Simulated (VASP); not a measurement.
# Ge (Imma) in VASP: notebook

Runs on Ge. Level: PBE. Tasks: single point.

Everything below comes from runs of VASP 6.6.1. Logs are shortened: lines on timing, memory, paths and dates and some standing lists are left out, and cuts for length are marked.

## 1. The cell of the first run

It takes space group Imma (No. 74, orthorhombic). The conventional cell has a = 4.033 Å, b = 4.114 Å, c = 5.646 Å, α = 90.00°, β = 90.00°, γ = 90.00°. Within 3.2 Å of Ge (site symmetry mm2) lie 4 Ge at 2.46 to 2.49 Å.

## 2. Single point, PBE (engineering shear strain xy -0.0200, normal strain along z -0.0200)

Contents of INCAR:

```
SYSTEM = Ge
PREC     = Accurate       ! precision mode
ENCUT    = 520            ! plane-wave cutoff, eV
EDIFF    = 1E-6           ! SCF threshold, eV
ISMEAR   = 0              ! smearing method
SIGMA    = 0.15           ! smearing width, eV
LREAL    = .FALSE.        ! projectors in reciprocal space
LASPH    = .TRUE.         ! aspherical terms in the spheres
NELM     = 80             ! most SCF steps
ALGO     = Normal         ! electronic algorithm
ISIF     = 2              ! what is computed and relaxed
LWAVE    = .FALSE.        ! write WAVECAR
LCHARG   = .FALSE.        ! write CHGCAR
GGA      = PE             ! functional
NBANDS   = 21             ! bands
```

Contents of KPOINTS:

```
regular mesh
0
G
  14 14 14
  0 0 0
```

Contents of POSCAR:

```
Ge
1.0
   -0.0288053477      2.8805347716      2.8229240762
    2.8805347716     -0.0288053477      2.8229240762
    2.8517294239      2.8517294239      0.0000000000
Ge
2
Direct
    0.5000000000      0.5000000000      0.5000000000
    0.7500000000      0.7500000000      0.7500000000
```

Potentials or basis: VASP PAW PBE potentials, release 64 (Ge_d).

Launch:

```sh
$ cat potpaw_PBE.64/Ge_d/POTCAR > POTCAR
$ mpirun -np 1 vasp_std > vasp.out
```

OUTCAR:

```text
SYSTEM = Ge
   PREC = Accurate
   ENCUT = 520
   EDIFF = 1E-6
   ISMEAR = 0
   LREAL = .FALSE.
   LASPH = .TRUE.
   NELM = 80
   ISIF = 2
   GGA = PE

 ion  position               nearest neighbor table
   1  0.500  0.500  0.500-   2 2.46   2 2.46   2 2.49   2 2.49
   2  0.750  0.750  0.750-   1 2.46   1 2.46   1 2.49   1 2.49

  LATTYP: Found a body centered orthorhombic cell.
 ALAT       =     4.0329544275
 B/A-ratio  =     1.0202020202
 C/A-ratio  =     1.3999285769

  Lattice vectors:

 A1 = (   0.0288053477,  -2.8805347716,  -2.8229240762)
 A2 = (  -0.0288053477,   2.8805347716,  -2.8229240762)
 A3 = (   2.8805347716,  -0.0288053477,   2.8229240762)

Analysis of symmetry for initial positions (statically):
=====================================================================
 Subroutine PRICEL returns:
 Original cell was already a primitive cell.

 Routine SETGRP: Setting up the symmetry group for a
 body centered orthorhombic supercell.

 Subroutine GETGRP returns: Found  8 space group operations
 (whereof  4 operations were pure point group operations)
 out of a pool of  8 trial point group operations.

The static configuration has the point symmetry C_2v.
 The point group associated with its full space group is D_2h.

Analysis of symmetry for dynamics (positions and initial velocities):
=====================================================================
 Subroutine PRICEL returns:
 Original cell was already a primitive cell.

 Routine SETGRP: Setting up the symmetry group for a
 body centered orthorhombic supercell.

 Subroutine GETGRP returns: Found  8 space group operations
 (whereof  4 operations were pure point group operations)
 out of a pool of  8 trial point group operations.

The dynamic configuration has the point symmetry C_2v.
 The point group associated with its full space group is D_2h.

 Subroutine INISYM returns: Found  8 space group operations
 (whereof  4 operations are pure point group operations),
 and found     1 'primitive' translations

----------------------------------------------------------------------------------------

                                     Primitive cell

  volume of cell :      46.8416

  direct lattice vectors                    reciprocal lattice vectors
    -0.028805348  2.880534772  2.822924076    -0.171860277  0.171860277  0.177121306
[... 82 lines left out ...]
   LSORBIT =      F    spin-orbit coupling
   LASPH  =      T    aspherical Exc in radial PAW
   ENCUT  =  520.0 eV  38.22 Ry    6.18 a.u.   7.50  7.50  7.50*2*pi/ulx,y,z
   NELM   =     80;   NELMIN=  2; NELMDL= -5     # of ELM steps
   EDIFF  = 0.1E-05   stopping-criterion for ELM
   LREAL  =      F    real-space projection
   EDIFFG = 0.1E-04   stopping-criterion for IOM
   NSW    =      0    number of steps for IOM
   IBRION =     -1    ionic relax: 0-MD 1-quasi-New 2-CG
   NFREE  =      0    steps in history (QN), initial steepest desc. (CG)
   ISIF   =      2    stress and relaxation
   ISYM   =      2    0-nonsym 1-usesym 2-fastsym
   POTIM  = 0.5000    time-step for ionic-motion
   TEBEG  =    0.0;   TEEND  =   0.0 temperature during run
   PSTRESS=    0.0 pullay stress
   NELECT =      28.0000    total number of electrons
   NUPDOWN=      -1.0000    fix difference up-down
   EMIN   =  10.00;   EMAX   =-10.00  energy-range for DOS
   EFERMI =   0.00;   METHOD = LEGACY
   ISMEAR =     0;   SIGMA  =   0.15  broadening in eV -4-tet -1-fermi 0-gaus
   EFERMI_NEDOS =   21; number of points for ismear=-14 and -15
   IALGO  =     38    algorithm
   IMIX   =      4    mixing-type and parameters
     AMIX     =   0.40;   BMIX     =  1.00
     AMIX_MAG =   1.60;   BMIX_MAG =  1.00
  volume/ion in A,a.u.               =      23.42       158.05
  Fermi-wavevector in a.u.,A,eV,Ry     =   1.379061  2.606048 25.875689  1.901809
  Thomas-Fermi vector in A             =   2.504065
   LORBIT       =      0    0 simple, 1 ext, 2 COOP (PROOUT), +10 PAW based schemes
   GGA     = PE    functional components
   LHFCALC =     F    Hartree Fock is set to
   AEXX    =    0.0000 exact exchange contribution
   IVDW    =     0    specifies the selected vdW correction
   LEPSILON=     F    determine dielectric tensor
   LRPA    =     F    only Hartree local field effects (RPA)
 non-spin polarized calculation
 Gauss-broadening in eV      SIGMA  =   0.15
  energy-cutoff  :      520.00
  volume of cell :       46.84
 maximum number of plane-waves:      1287
 NGX is ok and might be reduce to    30
   NGX = 15   NGY = 15   NGZ = 15

 number of electron      27.9999996 magnetization

 Free energy of the ion-electron system (eV)
  ---------------------------------------------------
  ext. energy  EPLUGINS =         0.00000000
  ---------------------------------------------------
  free energy    TOTEN  =        -9.02634139 eV

  energy without entropy =       -9.02557399  energy(sigma->0) =       -9.02595769

 E-fermi :   4.6853     XC(G=0):  -9.7659

 val. band max:        4.6604296853   @ k =   0.0000   0.0000   0.5000
 cond. band min:       4.7042208682   @ k =  -0.0000  -0.0000   0.4286
 fundamental gap:      0.0437911829
 Fermi energy:         4.6852679798

 k-point     1 :       0.0000    0.0000    0.0000
  band No.  band energies     occupation
      1     -20.1127      2.00000
      2     -20.1074      2.00000
      3     -20.0934      2.00000
      4     -20.0713      2.00000
      5     -20.0704      2.00000
      6     -19.8906      2.00000
[... 565 lines left out ...]
     20      13.8336      0.00000
     21      14.3807      0.00000

 [... further k-points ...]

------------------------ aborting loop because EDIFF is reached ----------------------------------------

  FORCE on cell =-STRESS in cart. coord.  units (eV):
  Direction    XX          YY          ZZ          XY          YZ          ZX
  --------------------------------------------------------------------------------------
  -------------------------------------------------------------------------------------
  Total        0.2445804      0.2445804      0.6252749      0.4438385     -0.0000000     -0.0000000
  in kB        8.3656598      8.3656598     21.3869839     15.1811104     -0.0000000     -0.0000000
  external PRESSURE =      12.7061012 kB  Pullay stress =       0.0000000 kB

 VOLUME and BASIS-vectors are now :
 -----------------------------------------------------------------------------
  energy-cutoff  :      520.00
  volume of cell :       46.84
      direct lattice vectors                 reciprocal lattice vectors
    -0.028805348  2.880534772  2.822924076    -0.171860277  0.171860277  0.177121306
     2.880534772 -0.028805348  2.822924076     0.171860277 -0.171860277  0.177121306
     2.851729424  2.851729424  0.000000000     0.175332202  0.175332202 -0.177121306

 POSITION                                       TOTAL-FORCE (eV/Angst)
 -----------------------------------------------------------------------------------
      2.85173      2.85173      2.82292         0.000000      0.000000     -0.163491
      4.27759      4.27759      4.23439        -0.000000     -0.000000      0.163491
 -----------------------------------------------------------------------------------
    total drift:                                0.000000     -0.000000     -0.000000

  FREE ENERGIE OF THE ION-ELECTRON SYSTEM (eV)
  ---------------------------------------------------
  free  energy   TOTEN  =        -9.0263413852 eV

  energy  without entropy=       -9.0255739895  energy(sigma->0) =       -9.02595769
```

OSZICAR:

```text
N       E                     dE             d eps       ncg     rms          rms(c)
DAV:   1     0.194343830547E+03    0.19434E+03   -0.14668E+04 19982   0.360E+03
DAV:   2     0.193660357769E+02   -0.17498E+03   -0.16949E+03 18046   0.622E+02
DAV:   3    -0.815647721813E+01   -0.27523E+02   -0.27353E+02 20816   0.145E+02
DAV:   4    -0.908798312526E+01   -0.93151E+00   -0.93107E+00 20206   0.312E+01
DAV:   5    -0.910347770586E+01   -0.15495E-01   -0.15494E-01 20612   0.447E+00    0.306E+00
DAV:   6    -0.905181289694E+01    0.51665E-01   -0.20571E-02 21041   0.148E+00    0.181E+00
DAV:   7    -0.902451769694E+01    0.27295E-01   -0.44446E-02 20630   0.194E+00    0.144E-01
DAV:   8    -0.902609848767E+01   -0.15808E-02   -0.54549E-03 20414   0.904E-01    0.442E-02
DAV:   9    -0.902631733446E+01   -0.21885E-03   -0.25587E-04 20301   0.176E-01    0.150E-02
DAV:  10    -0.902633894450E+01   -0.21610E-04   -0.36464E-05 20840   0.635E-02    0.584E-03
DAV:  11    -0.902634125741E+01   -0.23129E-05   -0.56581E-06 16874   0.298E-02    0.169E-03
DAV:  12    -0.902634138518E+01   -0.12776E-06   -0.34116E-07 13618   0.867E-03
   1 F= -.90263414E+01 E0= -.90259577E+01  d E =-.767396E-03
```

Wall time 3.5 min (1 thread of Intel Xeon 6975P-C (Granite Rapids), shared host); peak memory 0.42 GiB.

What came out:

| Quantity | Value |
| --- | --- |
| Free energy | -9.0263 eV |
| Pressure | 1.3 GPa |
| Largest force | 0.163 eV/Å |
| Band gap on the k mesh | 0.04 eV (least direct gap 0.14 eV) |

Forces in eV/Å, atoms in the order of the input:
```
Ge   0.000  0.000 -0.163
Ge   0.000  0.000  0.163
```

Caveat: the cell differs from its parent crystal (engineering shear strain xy -0.0200, normal strain along z -0.0200); the smearing spreads over this small gap; semilocal functionals underestimate gaps, and a narrow one can read as zero.

## 3. Single point, PBE (engineering shear strain xy -0.0600, normal strain along z -0.0100)

Contents of INCAR:

```
SYSTEM = Ge
PREC = Accurate
ENCUT = 520
EDIFF = 1E-6
ISMEAR = 0
SIGMA = 0.15
LREAL = .FALSE.
LASPH = .TRUE.
NELM = 60
ALGO = Normal
ISIF = 2
LWAVE = .FALSE.
LCHARG = .TRUE.
GGA = PE
LELF = .TRUE.
LVHAR = .TRUE.
NBANDS = 21
```

Contents of KPOINTS:

```
Automatic mesh
0
G
  14 14 14
  0 0 0
```

Contents of POSCAR:

```
Ge
1.0
   -0.0864160431      2.8805347716      2.8517294239
    2.8805347716     -0.0864160431      2.8517294239
    2.7941187285      2.7941187285      0.0000000000
Ge
2
Direct
    0.5000000000      0.5000000000      0.5000000000
    0.7500000000      0.7500000000      0.7500000000
```

Potentials or basis: VASP PAW PBE potentials, release 64 (Ge_d).

Launch:

```sh
$ cat potpaw_PBE.64/Ge_d/POTCAR > POTCAR
$ mpirun -np 1 vasp_std > vasp.out
```

Wall time 3 min (1 thread of Intel Xeon 6975P-C (Granite Rapids), shared host); peak memory 0.41 GiB.

Results (log left out):

| Item | Value |
| --- | --- |
| Free energy | -8.9961 eV |
| Pressure | 1.0 GPa |
| Largest force | 0.471 eV/Å |
| Band gap on the k mesh | zero (bands 14 and 15 overlap by 0.20 eV) |

Forces on the atoms (eV/Å):
```
Ge   0.000  0.000 -0.471
Ge   0.000  0.000  0.471
```

Stress tensor (GPa, compression positive):
```
0.79 4.46 0.00
4.46 0.79 0.00
0.00 0.00 1.31
```

Levels at points of the mesh, in eV from the Fermi level:
```csv
k point,band 12,band 13,band 14,band 15,band 16,band 17
"(0.00, 0.00, 0.00)",-0.42,-0.01,0.05,0.05,2.16,2.64
"(0.50, 0.00, 0.00)",-7.27,-1.23,-1.11,0.31,3.63,4.07
"(0.50, 0.50, 0.00)",-8.37,-3.20,-2.65,0.48,1.13,9.13
"(0.00, 0.00, 0.50)",-7.49,-1.44,-1.44,-0.15,3.42,3.96
"(0.50, 0.00, 0.50)",-8.71,-2.87,-2.87,0.86,0.86,8.97
```

Caveat: the cell differs from its parent crystal (engineering shear strain xy -0.0600, normal strain along z -0.0100); semilocal functionals underestimate gaps, and a narrow one can read as zero.

The gap in the log of VASP goes by the Fermi energy; the results here count the filled bands.